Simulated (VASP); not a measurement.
# Be2Si (Fm-3m) in VASP: settings compared

Aim: see how the results for Be2Si move with the level of theory and the settings. Levels: PBEsol, RPBE. Tasks: single point.

Everything below comes from runs of VASP 6.6.1. Logs are shortened: lines on timing, memory, paths and dates and some standing lists are left out, and cuts for length are marked.

**1. The cell of the first run**

The structure is cubic, space group Fm-3m (No. 225). Conventional cell: a = 5.280 Å, b = 5.280 Å, c = 5.280 Å, α = 90.00°, β = 90.00°, γ = 90.00°. Si (site symmetry m-3m) has 8 Be at 2.29 Å within 3.0 Å. Be (site symmetry -43m) has 4 Si at 2.29 Å and 6 Be at 2.64 Å within 3.0 Å.

**2. Single point, PBEsol**

INCAR reads:

```
ALGO = Normal
EDIFF = 1E-6
ENCUT = 520
GGA = PS
ISIF = 2
ISMEAR = -1
LASPH = True
LCHARG = True
LELF = True
LREAL = False
LVHAR = True
LWAVE = False
NBANDS = 11
NELM = 80
PREC = Accurate
SIGMA = 0.05
```

KPOINTS reads:

```
k-points
0
Gamma
  5 5 5
```

POSCAR reads:

```
Be2Si
1.0
    0.0000000000      2.6400000000      2.6400000000
    2.6400000000      0.0000000000      2.6400000000
    2.6400000000      2.6400000000      0.0000000000
Si Be
1 2
Direct
    0.0000000000      0.0000000000      0.0000000000
    0.2500000000      0.2500000000      0.2500000000
    0.7500000000      0.7500000000      0.7500000000
```

Potentials or basis: VASP PAW PBE potentials, release 64 (Si, Be).

Command:

```console
$ cat potpaw_PBE.64/Si/POTCAR potpaw_PBE.64/Be/POTCAR > POTCAR
$ mpirun -np 1 vasp_std > vasp.out
```

OUTCAR:

```text
EDIFF = 1E-6
   ENCUT = 520
   GGA = PS
   ISIF = 2
   ISMEAR = -1
   LASPH = True
   LREAL = False
   NELM = 80
   PREC = Accurate

 ion  position               nearest neighbor table
   1  0.000  0.000  0.000-   3 2.29   3 2.29   3 2.29   2 2.29   2 2.29   2 2.29   3 2.29   2 2.29

   2  0.250  0.250  0.250-   1 2.29   1 2.29   1 2.29   1 2.29
   3  0.750  0.750  0.750-   1 2.29   1 2.29   1 2.29   1 2.29

  LATTYP: Found a face centered cubic cell.
 ALAT       =     5.2800000000

  Lattice vectors:

 A1 = (   0.0000000000,   2.6400000000,   2.6400000000)
 A2 = (   2.6400000000,   0.0000000000,   2.6400000000)
 A3 = (   2.6400000000,   2.6400000000,   0.0000000000)

Analysis of symmetry for initial positions (statically):
=====================================================================
 Subroutine PRICEL returns:
 Original cell was already a primitive cell.

 Routine SETGRP: Setting up the symmetry group for a
 face centered cubic supercell.

 Subroutine GETGRP returns: Found 48 space group operations
 (whereof 48 operations were pure point group operations)
 out of a pool of 48 trial point group operations.

The static configuration has the point symmetry O_h .

Analysis of symmetry for dynamics (positions and initial velocities):
=====================================================================
 Subroutine PRICEL returns:
 Original cell was already a primitive cell.

 Routine SETGRP: Setting up the symmetry group for a
 face centered cubic supercell.

 Subroutine GETGRP returns: Found 48 space group operations
 (whereof 48 operations were pure point group operations)
 out of a pool of 48 trial point group operations.

The dynamic configuration has the point symmetry O_h .

 Subroutine INISYM returns: Found 48 space group operations
 (whereof 48 operations are pure point group operations),
 and found     1 'primitive' translations

----------------------------------------------------------------------------------------

                                     Primitive cell

  volume of cell :      36.7995

  direct lattice vectors                    reciprocal lattice vectors
     0.000000000  2.640000000  2.640000000    -0.189393939  0.189393939  0.189393939
     2.640000000  0.000000000  2.640000000     0.189393939 -0.189393939  0.189393939
     2.640000000  2.640000000  0.000000000     0.189393939  0.189393939 -0.189393939

  length of vectors
     3.733523805  3.733523805  3.733523805     0.328039926  0.328039926  0.328039926

  position of ions in fractional coordinates (direct lattice)
     0.000000000  0.000000000  0.000000000
     0.250000000  0.250000000  0.250000000
     0.750000000  0.750000000  0.750000000

  ion indices of the primitive-cell ions
   primitive index   ion index
                 1           1
                 2           2
                 3           3

----------------------------------------------------------------------------------------

 KPOINTS: k-points

Automatic generation of k-mesh.
 Grid dimensions read from file:
 generate k-points for:    5    5    5

 Generating k-lattice:

  Cartesian coordinates                     Fractional coordinates (reciprocal lattice)
    -0.037878788  0.037878788  0.037878788     0.200000000  0.000000000  0.000000000
     0.037878788 -0.037878788  0.037878788     0.000000000  0.200000000  0.000000000
     0.037878788  0.037878788 -0.037878788     0.000000000  0.000000000  0.200000000

  Length of vectors
     0.065607985  0.065607985  0.065607985

  Shift w.r.t. Gamma in fractional coordinates (k-lattice)
     0.000000000  0.000000000  0.000000000

 Subroutine IBZKPT returns following result:
 ===========================================

 Found     10 irreducible k-points:

 Following reciprocal coordinates:
            Coordinates               Weight
  0.000000  0.000000  0.000000      1.000000
  0.200000  0.000000  0.000000      8.000000
  0.400000  0.000000  0.000000      8.000000
  0.200000  0.200000  0.000000      6.000000
  0.400000  0.200000  0.000000     24.000000
 -0.400000  0.200000  0.000000     24.000000
 -0.200000  0.200000  0.000000     12.000000
  0.400000  0.400000  0.000000      6.000000
 -0.400000  0.400000  0.000000     12.000000
 -0.400000  0.400000  0.200000     24.000000
   k-points           NKPTS =     10   k-points in BZ     NKDIM =     10   number of bands    NBANDS=     11
   number of dos      NEDOS =    301   number of ions     NIONS =      3
   total plane-waves  NPLWV =  21952
   dimension x,y,z NGX =    28 NGY =   28 NGZ =   28
   dimension x,y,z NGXF=    56 NGYF=   56 NGZF=   56
   ions per type =               1   2
   NGX,Y,Z   is equivalent  to a cutoff of  12.47, 12.47, 12.47 a.u.
   NGXF,Y,Z  is equivalent  to a cutoff of  24.94, 24.94, 24.94 a.u.
 SYSTEM =  unknown system
   PREC   = accura    normal or accurate (medium, high low for compatibility)
   ISTART =      0    job   : 0-new  1-cont  2-samecut
   ICHARG =      2    charge: 1-file 2-atom 10-const
   ISPIN  =      1    spin polarized calculation?
   LNONCOLLINEAR =      F non collinear calculations
   LSORBIT =      F    spin-orbit coupling
   LASPH  =      T    aspherical Exc in radial PAW
   ENCUT  =  520.0 eV  38.22 Ry    6.18 a.u.   6.94  6.94  6.94*2*pi/ulx,y,z
   NELM   =     80;   NELMIN=  2; NELMDL= -5     # of ELM steps
   EDIFF  = 0.1E-05   stopping-criterion for ELM
   LREAL  =      F    real-space projection
   EDIFFG = 0.1E-04   stopping-criterion for IOM
   NSW    =      0    number of steps for IOM
   IBRION =     -1    ionic relax: 0-MD 1-quasi-New 2-CG
   NFREE  =      0    steps in history (QN), initial steepest desc. (CG)
   ISIF   =      2    stress and relaxation
   ISYM   =      2    0-nonsym 1-usesym 2-fastsym
   POTIM  = 0.5000    time-step for ionic-motion
   TEBEG  =    0.0;   TEEND  =   0.0 temperature during run
   PSTRESS=    0.0 pullay stress
   NELECT =       8.0000    total number of electrons
   NUPDOWN=      -1.0000    fix difference up-down
   EMIN   =  10.00;   EMAX   =-10.00  energy-range for DOS
   EFERMI =   0.00;   METHOD = LEGACY
   ISMEAR =    -1;   SIGMA  =   0.05  broadening in eV -4-tet -1-fermi 0-gaus
   EFERMI_NEDOS =   21; number of points for ismear=-14 and -15
   IALGO  =     38    algorithm
   IMIX   =      4    mixing-type and parameters
     AMIX     =   0.40;   BMIX     =  1.00
     AMIX_MAG =   1.60;   BMIX_MAG =  1.00
  volume/ion in A,a.u.               =      12.27        82.78
  Fermi-wavevector in a.u.,A,eV,Ry     =   0.984368  1.860186 13.183783  0.968981
  Thomas-Fermi vector in A             =   2.115596
   LORBIT       =      0    0 simple, 1 ext, 2 COOP (PROOUT), +10 PAW based schemes
   GGA     = PS    functional components
   LHFCALC =     F    Hartree Fock is set to
   AEXX    =    0.0000 exact exchange contribution
   IVDW    =     0    specifies the selected vdW correction
   LEPSILON=     F    determine dielectric tensor
   LRPA    =     F    only Hartree local field effects (RPA)
 non-spin polarized calculation
  energy-cutoff  :      520.00
  volume of cell :       36.80
 maximum number of plane-waves:       999
   NGX = 13   NGY = 13   NGZ = 13

 number of electron       8.0000000 magnetization

 Free energy of the ion-electron system (eV)
  ---------------------------------------------------
  ext. energy  EPLUGINS =         0.00000000
  ---------------------------------------------------
  free energy    TOTEN  =       -13.00981407 eV

  energy without entropy =      -13.00638864  energy(sigma->0) =      -13.00810136

 E-fermi :   6.5097     XC(G=0): -10.0239

 val. band max:        5.9372239945   @ k =   0.2000   0.0000   0.0000
 cond. band min:       6.5101628914   @ k =   0.4000   0.4000   0.0000
 fundamental gap:      0.5729388969
 Fermi energy:         6.5096572085

 k-point     1 :       0.0000    0.0000    0.0000
  band No.  band energies     occupation
      1      -5.3877      2.00000
      2       7.0663      0.00003
      3       7.0663      0.00003
      4       7.0663      0.00003
      5       7.4836      0.00000
      6       7.4836      0.00000
      7       7.4836      0.00000
      8      12.6473      0.00000
      9      14.0610      0.00000
     10      14.0610      0.00000
     11      14.0752      0.00000

 k-point     2 :       0.2000    0.0000    0.0000
  band No.  band energies     occupation
      1      -4.8713      2.00000
      2       3.4338      2.00000
      3       5.9372      1.99998
      4       5.9372      1.99998
      5       8.5608      0.00000
      6       8.5608      0.00000
      7       9.0650      0.00000
      8      12.6530      0.00000
      9      12.6530      0.00000
     10      13.0833      0.00000
     11      14.5788      0.00000

 k-point     3 :       0.4000    0.0000    0.0000
  band No.  band energies     occupation
      1      -3.4655      2.00000
      2       0.0524      2.00000
      3       5.3688      2.00000
      4       5.3688      2.00000
      5       8.0482      0.00000
      6       8.0482      0.00000
      7       9.2117      0.00000
      8      12.9332      0.00000
      9      15.0957      0.00000
     10      15.0957      0.00000
     11      16.5350      0.00000
[... 71 lines left out ...]
 k-point     9 :      -0.4000    0.4000    0.0000
  band No.  band energies     occupation
      1      -1.9308      2.00000
      2       0.5265      2.00000
      3       1.2486      2.00000
      4       3.1332      2.00000
      5       6.8960      0.00088
      6       9.2929      0.00000
      7      12.8929      0.00000
      8      13.8620      0.00000
      9      15.7885      0.00000
     10      16.3709      0.00000
     11      16.9562      0.00000

 k-point    10 :      -0.4000    0.4000    0.2000
  band No.  band energies     occupation
      1      -2.3340      2.00000
      2       0.8980      2.00000
      3       1.6596      2.00000
      4       2.5730      2.00000
      5       8.9846      0.00000
      6      10.0473      0.00000
      7      10.3257      0.00000
      8      13.8906      0.00000
      9      14.1571      0.00000
     10      16.3068      0.00000
     11      17.4852      0.00000

------------------------ aborting loop because EDIFF is reached ----------------------------------------

  FORCE on cell =-STRESS in cart. coord.  units (eV):
  Direction    XX          YY          ZZ          XY          YZ          ZX
  --------------------------------------------------------------------------------------
  -------------------------------------------------------------------------------------
  Total       -0.2218158     -0.2218158     -0.2218158      0.0000000      0.0000000     -0.0000000
  in kB       -9.6574245     -9.6574245     -9.6574245      0.0000000      0.0000000     -0.0000000
  external PRESSURE =      -9.6574245 kB  Pullay stress =       0.0000000 kB

 VOLUME and BASIS-vectors are now :
 -----------------------------------------------------------------------------
  energy-cutoff  :      520.00
  volume of cell :       36.80
      direct lattice vectors                 reciprocal lattice vectors
     0.000000000  2.640000000  2.640000000    -0.189393939  0.189393939  0.189393939
     2.640000000  0.000000000  2.640000000     0.189393939 -0.189393939  0.189393939
     2.640000000  2.640000000  0.000000000     0.189393939  0.189393939 -0.189393939

 POSITION                                       TOTAL-FORCE (eV/Angst)
 -----------------------------------------------------------------------------------
      0.00000      0.00000      0.00000        -0.000000     -0.000000      0.000000
      1.32000      1.32000      1.32000        -0.000000     -0.000000     -0.000000
      3.96000      3.96000      3.96000         0.000000      0.000000      0.000000
 -----------------------------------------------------------------------------------
    total drift:                                0.000000      0.000000     -0.000000

  FREE ENERGIE OF THE ION-ELECTRON SYSTEM (eV)
  ---------------------------------------------------
  free  energy   TOTEN  =       -13.0098140731 eV

  energy  without entropy=      -13.0063886371  energy(sigma->0) =      -13.00810136
```

Run time: 12 s. Hardware: 1 thread of Intel Xeon 6975P-C, shared host; peak memory 0.14 GiB.

What came out:

```
Free energy            : -13.0098 eV
Pressure               : -1.0 GPa
Band gap on the k mesh : zero (band 4 reaches 7.07 eV, above the bottom of band 5 at 6.51 eV)
```

Caveat: the k points lie up to 0.41 Å⁻¹ apart; the PAW data sets were made with another functional, which shifts forces and pressure a little.

**3. Single point, RPBE**

INCAR reads:

```
SYSTEM = Be2Si
  PREC = Accurate
  ENCUT = 520
  EDIFF = 1E-7
  ISMEAR = -1
  SIGMA = 0.05
  LREAL = .FALSE.
  LASPH = .TRUE.
  NELM = 80
  ALGO = Fast
  ISIF = 2
  LWAVE = .FALSE.
  LCHARG = .TRUE.
  GGA = RP
  LELF = .TRUE.
  LVHAR = .TRUE.
  NBANDS = 11
```

KPOINTS reads:

```
Automatic mesh
0
G
  5 5 5
  0 0 0
```

POSCAR is that of step 2.

Potentials or basis: VASP PAW PBE potentials, release 64 (Si, Be).

Command:

```console
$ cat potpaw_PBE.64/Si/POTCAR potpaw_PBE.64/Be/POTCAR > POTCAR
$ mpirun -np 1 vasp_std > vasp.out
```

It took 13 s on 1 thread of Intel Xeon 6975P-C, shared host; peak memory 0.14 GiB.

Results (log left out):

- Free energy: -11.4359 eV
- Pressure: 2.1 GPa
- Band gap on the k mesh: zero (band 4 reaches 7.19 eV, above the bottom of band 5 at 6.58 eV)

Levels at points of the mesh, in eV from the Fermi level:
| k point | band 2 | band 3 | band 4 | band 5 | band 6 | band 7 |
| --- | --- | --- | --- | --- | --- | --- |
| (0.00, 0.00, 0.00) | 0.61 | 0.61 | 0.61 | 1.02 | 1.02 | 1.02 |

Caveat: the k points lie up to 0.41 Å⁻¹ apart; the PAW data sets were made with another functional, which shifts forces and pressure a little.
